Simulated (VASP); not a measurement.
# PbS in VASP: single point with PBE

Aim: the single point of PbS with PBE.

Program: VASP 6.6.1. These are calculated values, not measurements. Logs are shortened: lines on timing, memory, paths and dates and some standing lists are left out, and cuts for length are marked.

## (1) The cell of the first run

The cell holds a slab with vacuum, 4 atoms: a = 4.246 Å, b = 4.246 Å, c = 22.305 Å, α = 93.84°, β = 93.84°, γ = 89.99°.

## (2) Single point, PBE

The input, INCAR:

```
ALGO = Normal
EDIFF = 1E-7
ENCUT = 520
GGA = PE
ISIF = 2
ISMEAR = 0
LASPH = T
LCHARG = F
LREAL = F
LWAVE = F
NBANDS = 28
NELM = 80
PREC = Accurate
SIGMA = 0.02
```

The input, KPOINTS:

```
k-points
0
Gamma
  6 6 2
```

The input, POSCAR:

```
PbS
1.0
    3.0027057195     -3.0020745380      0.0001084360
    3.0027057195      3.0020745380      0.0001084360
   -2.1115073515      0.0000000000     22.2046398214
Pb S
2 2
Direct
    0.7377593839      0.7177288338      0.9366284828
    0.2822711662      0.2622406161      0.0633715172
    0.2399447541      0.2193753042      0.9421325605
    0.7806246958      0.7600552459      0.0578674395
```

Potentials or basis: VASP PAW PBE potentials, release 64 (Pb_d, S).

The run is started by

```console
$ cat potpaw_PBE.64/Pb_d/POTCAR potpaw_PBE.64/S/POTCAR > POTCAR
$ mpirun -np 1 vasp_std > vasp.out
```

OUTCAR:

```text
EDIFF = 1E-7
   ENCUT = 520
   GGA = PE
   ISIF = 2
   ISMEAR = 0
   LASPH = T
   LREAL = F
   NELM = 80
   PREC = Accurate

 ion  position               nearest neighbor table
   1  0.738  0.718  0.937-   4 2.69   3 3.00   3 3.01   3 3.01   3 3.01   2 4.11   2 4.11   2 4.12
                             2 4.12
   2  0.282  0.262  0.063-   3 2.69   4 3.00   4 3.01   4 3.01   4 3.01   1 4.11   1 4.11   1 4.12
                             1 4.12
   3  0.240  0.219  0.942-   2 2.69   1 3.00   1 3.01   1 3.01   1 3.01
   4  0.781  0.760  0.058-   1 2.69   2 3.00   2 3.01   2 3.01   2 3.01

  LATTYP: Found a base centered monoclinic cell.
 ALAT       =     6.0054114429
 B/A-ratio  =     0.9997897951
 C/A-ratio  =     3.7141183333
 COS(beta)  =    -0.0946300640

  Lattice vectors:

 A1 = (   3.0027057195,  -3.0020745380,   0.0001084360)
 A2 = (   3.0027057195,   3.0020745380,   0.0001084360)
 A3 = (  -2.1115073515,   0.0000000000,  22.2046398214)

Analysis of symmetry for initial positions (statically):
=====================================================================
 Subroutine PRICEL returns:
 Original cell was already a primitive cell.

 Routine SETGRP: Setting up the symmetry group for a
 base centered monoclinic supercell.

 Subroutine GETGRP returns: Found  2 space group operations
 (whereof  2 operations were pure point group operations)
 out of a pool of  4 trial point group operations.

The static configuration has the point symmetry C_2 .

Analysis of symmetry for dynamics (positions and initial velocities):
=====================================================================
 Subroutine PRICEL returns:
 Original cell was already a primitive cell.

 Routine SETGRP: Setting up the symmetry group for a
 base centered monoclinic supercell.

 Subroutine GETGRP returns: Found  2 space group operations
 (whereof  2 operations were pure point group operations)
 out of a pool of  4 trial point group operations.

The dynamic configuration has the point symmetry C_2 .

 Subroutine INISYM returns: Found  2 space group operations
 (whereof  2 operations are pure point group operations),
 and found     1 'primitive' translations

----------------------------------------------------------------------------------------

                                     Primitive cell

  volume of cell :     400.3220

  direct lattice vectors                    reciprocal lattice vectors
     3.002705720 -3.002074538  0.000108436     0.166515913 -0.166551494  0.015834509
     3.002705720  3.002074538  0.000108436     0.166515913  0.166551494  0.015834509
    -2.111507351  0.000000000 22.204639821    -0.000001626  0.000000000  0.045035478

  length of vectors
     4.246020864  4.246020864 22.304808739     0.236045930  0.236045930  0.045035478

  position of ions in fractional coordinates (direct lattice)
     0.737759384  0.717728834  0.936628483
     0.282271166  0.262240616  0.063371517
     0.239944754  0.219375304  0.942132560
     0.780624696  0.760055246  0.057867440

  ion indices of the primitive-cell ions
   primitive index   ion index
                 1           1
                 2           2
                 3           3
                 4           4

----------------------------------------------------------------------------------------

 KPOINTS: k-points

Automatic generation of k-mesh.
 Grid dimensions read from file:
 generate k-points for:    6    6    2

 Generating k-lattice:

  Cartesian coordinates                     Fractional coordinates (reciprocal lattice)
     0.027752652 -0.027758582  0.002639085     0.166666667  0.000000000 -0.000000000
     0.027752652  0.027758582  0.002639085     0.000000000  0.166666667 -0.000000000
    -0.000000813  0.000000000  0.022517739     0.000000000  0.000000000  0.500000000

  Length of vectors
     0.039340988  0.039340988  0.022517739

  Shift w.r.t. Gamma in fractional coordinates (k-lattice)
     0.000000000  0.000000000  0.000000000

 Subroutine IBZKPT returns following result:
 ===========================================

 Found     26 irreducible k-points:

 Following reciprocal coordinates:
            Coordinates               Weight
  0.000000  0.000000  0.000000      1.000000
  0.166667  0.000000  0.000000      4.000000
  0.333333  0.000000  0.000000      4.000000
  0.500000  0.000000  0.000000      2.000000
  0.166667  0.166667  0.000000      2.000000
  0.333333  0.166667  0.000000      4.000000
[... 16 lines left out ...]
  0.333333  0.333333  0.500000      2.000000
  0.500000  0.333333  0.500000      4.000000
 [... further k-points ...]
   k-points           NKPTS =     26   k-points in BZ     NKDIM =     26   number of bands    NBANDS=     28
   number of dos      NEDOS =    301   number of ions     NIONS =      4
   total plane-waves  NPLWV = 172032
   dimension x,y,z NGX =    32 NGY =   32 NGZ =  168
   dimension x,y,z NGXF=    64 NGYF=   64 NGZF=  336
   ions per type =               2   2
   NGX,Y,Z   is equivalent  to a cutoff of  12.53, 12.53, 12.52 a.u.
   NGXF,Y,Z  is equivalent  to a cutoff of  25.06, 25.06, 25.04 a.u.
 SYSTEM =  unknown system
   PREC   = accura    normal or accurate (medium, high low for compatibility)
   ISTART =      0    job   : 0-new  1-cont  2-samecut
   ICHARG =      2    charge: 1-file 2-atom 10-const
   ISPIN  =      1    spin polarized calculation?
   LNONCOLLINEAR =      F non collinear calculations
   LSORBIT =      F    spin-orbit coupling
   LASPH  =      T    aspherical Exc in radial PAW
   ENCUT  =  520.0 eV  38.22 Ry    6.18 a.u.   7.89  7.89 41.47*2*pi/ulx,y,z
   NELM   =     80;   NELMIN=  2; NELMDL= -5     # of ELM steps
   EDIFF  = 0.1E-06   stopping-criterion for ELM
   LREAL  =      F    real-space projection
   EDIFFG = 0.1E-05   stopping-criterion for IOM
   NSW    =      0    number of steps for IOM
   IBRION =     -1    ionic relax: 0-MD 1-quasi-New 2-CG
   NFREE  =      0    steps in history (QN), initial steepest desc. (CG)
   ISIF   =      2    stress and relaxation
   ISYM   =      2    0-nonsym 1-usesym 2-fastsym
   POTIM  = 0.5000    time-step for ionic-motion
   TEBEG  =    0.0;   TEEND  =   0.0 temperature during run
   PSTRESS=    0.0 pullay stress
   NELECT =      40.0000    total number of electrons
   NUPDOWN=      -1.0000    fix difference up-down
   EMIN   =  10.00;   EMAX   =-10.00  energy-range for DOS
   EFERMI =   0.00;   METHOD = LEGACY
   ISMEAR =     0;   SIGMA  =   0.02  broadening in eV -4-tet -1-fermi 0-gaus
   EFERMI_NEDOS =   21; number of points for ismear=-14 and -15
   IALGO  =     38    algorithm
   IMIX   =      4    mixing-type and parameters
     AMIX     =   0.40;   BMIX     =  1.00
     AMIX_MAG =   1.60;   BMIX_MAG =  1.00
  volume/ion in A,a.u.               =     100.08       675.38
  Fermi-wavevector in a.u.,A,eV,Ry     =   0.759670  1.435568  7.851903  0.577099
  Thomas-Fermi vector in A             =   1.858516
   LORBIT       =      0    0 simple, 1 ext, 2 COOP (PROOUT), +10 PAW based schemes
   GGA     = PE    functional components
   LHFCALC =     F    Hartree Fock is set to
   AEXX    =    0.0000 exact exchange contribution
   IVDW    =     0    specifies the selected vdW correction
   LEPSILON=     F    determine dielectric tensor
   LRPA    =     F    only Hartree local field effects (RPA)
 non-spin polarized calculation
 Gauss-broadening in eV      SIGMA  =   0.02
  energy-cutoff  :      520.00
  volume of cell :      400.32
 maximum number of plane-waves:     10824
   NGX = 15   NGY = 15   NGZ = 83

 number of electron      40.0000002 magnetization

 Free energy of the ion-electron system (eV)
  ---------------------------------------------------
  ext. energy  EPLUGINS =         0.00000000
  ---------------------------------------------------
  free energy    TOTEN  =       -17.30714563 eV

  energy without entropy =      -17.30714563  energy(sigma->0) =      -17.30714563

 E-fermi :  -2.0773     XC(G=0):  -3.0351

 val. band max:       -2.2033285222   @ k =   0.3333   0.0000   0.5000
 cond. band min:      -0.1334804974   @ k =   0.5000   0.0000   0.0000
 fundamental gap:      2.0698480249
 Fermi energy:        -2.0772959330

 k-point     1 :       0.0000    0.0000    0.0000
  band No.  band energies     occupation
      1     -18.3295      2.00000
      2     -18.2369      2.00000
      3     -18.2196      2.00000
      4     -18.2114      2.00000
      5     -18.1981      2.00000
      6     -18.1953      2.00000
[... 20 lines left out ...]
     27       3.2333      0.00000
     28       3.4711      0.00000

 k-point     2 :       0.1667    0.0000    0.0000
  band No.  band energies     occupation
      1     -18.3148      2.00000
      2     -18.2288      2.00000
      3     -18.2175      2.00000
      4     -18.2084      2.00000
      5     -18.2049      2.00000
      6     -18.2005      2.00000
[... 20 lines left out ...]
     27       2.9940      0.00000
     28       3.3223      0.00000

 k-point     3 :       0.3333    0.0000    0.0000
  band No.  band energies     occupation
      1     -18.2819      2.00000
      2     -18.2275      2.00000
      3     -18.2172      2.00000
      4     -18.2135      2.00000
      5     -18.2128      2.00000
      6     -18.1984      2.00000
[... 20 lines left out ...]
     27       3.2283      0.00000
     28       3.5101      0.00000

 k-point     4 :       0.5000    0.0000    0.0000
  band No.  band energies     occupation
      1     -18.2496      2.00000
      2     -18.2496      2.00000
      3     -18.2217      2.00000
      4     -18.2217      2.00000
      5     -18.2023      2.00000
      6     -18.2023      2.00000
[... 578 lines left out ...]
     27       3.0866      0.00000
     28       3.2114      0.00000

 k-point    23 :       0.3333    0.3333    0.5000
  band No.  band energies     occupation
      1     -18.3009      2.00000
      2     -18.2817      2.00000
      3     -18.2106      2.00000
      4     -18.2090      2.00000
      5     -18.2005      2.00000
      6     -18.1848      2.00000
[... 20 lines left out ...]
     27       3.9909      0.00000
     28       4.0027      0.00000

 k-point    24 :       0.5000    0.3333    0.5000
  band No.  band energies     occupation
      1     -18.3044      2.00000
      2     -18.3044      2.00000
      3     -18.2120      2.00000
      4     -18.2119      2.00000
      5     -18.1926      2.00000
      6     -18.1925      2.00000
[... 20 lines left out ...]
     27       4.0160      0.00000
     28       4.0171      0.00000

 [... further k-points ...]

------------------------ aborting loop because EDIFF is reached ----------------------------------------

  FORCE on cell =-STRESS in cart. coord.  units (eV):
  Direction    XX          YY          ZZ          XY          YZ          ZX
  --------------------------------------------------------------------------------------
  -------------------------------------------------------------------------------------
  Total       -0.0408002     -0.0257314     -0.0559244      0.0000000      0.0000000      0.0004069
  in kB       -0.1632915     -0.1029829     -0.2238218      0.0000000      0.0000000      0.0016285
  external PRESSURE =      -0.1633654 kB  Pullay stress =       0.0000000 kB

 VOLUME and BASIS-vectors are now :
 -----------------------------------------------------------------------------
  energy-cutoff  :      520.00
  volume of cell :      400.32
      direct lattice vectors                 reciprocal lattice vectors
     3.002705720 -3.002074538  0.000108436     0.166515913 -0.166551494  0.015834509
     3.002705720  3.002074538  0.000108436     0.166515913  0.166551494  0.015834509
    -2.111507351  0.000000000 22.204639821    -0.000001626  0.000000000  0.045035478

 POSITION                                       TOTAL-FORCE (eV/Angst)
 -----------------------------------------------------------------------------------
      2.39270     -0.06013     20.79766        -0.000073     -0.000168      0.005745
      1.50120     -0.06013      1.40720         0.000073     -0.000168     -0.005745
     -0.61012     -0.06175     20.91976        -0.000107      0.000168     -0.001488
      4.50402     -0.06175      1.28509         0.000107      0.000168      0.001488
 -----------------------------------------------------------------------------------
    total drift:                               -0.000000      0.000756      0.000000

  FREE ENERGIE OF THE ION-ELECTRON SYSTEM (eV)
  ---------------------------------------------------
  free  energy   TOTEN  =       -17.3071456290 eV

  energy  without entropy=      -17.3071456290  energy(sigma->0) =      -17.30714563
```

Wall time 14 min (1 thread of Intel Xeon 8259CL, shared host); peak memory 0.57 GiB.

Results:

| Property | Result |
| --- | --- |
| Free energy | -17.3071 eV |
| Largest force | 0.006 eV/Å |
| Band gap on the k mesh | 2.07 eV |

Forces on the atoms (eV/Å):
```
Pb   0.000  0.000  0.006
Pb   0.000  0.000 -0.006
S    0.000  0.000 -0.001
S    0.000  0.000  0.001
```

Levels at points of the mesh, in eV from the valence-band top:
```csv
k point,band 17,band 18,band 19,band 20,band 21,band 22,band 23,band 24
"(0.00, 0.00, 0.00)",-2.30,-1.24,-1.24,-0.16,2.20,4.12,4.92,4.97
"(0.50, 0.00, 0.00)",-0.89,-0.89,0.00,0.00,2.07,2.07,3.13,3.13
"(0.50, 0.50, 0.00)",-2.56,-2.56,-1.27,-1.26,4.24,4.24,5.30,5.30
"(0.00, 0.00, 0.50)",-2.30,-1.24,-1.24,-0.16,2.20,4.13,4.71,5.09
"(0.50, 0.00, 0.50)",-0.89,-0.89,0.00,0.00,2.07,2.07,3.13,3.13
"(0.50, 0.50, 0.50)",-2.56,-2.56,-1.27,-1.26,4.24,4.24,5.30,5.30
```

Caveat: spin-orbit coupling is left out, which moves the levels of the heavy elements.
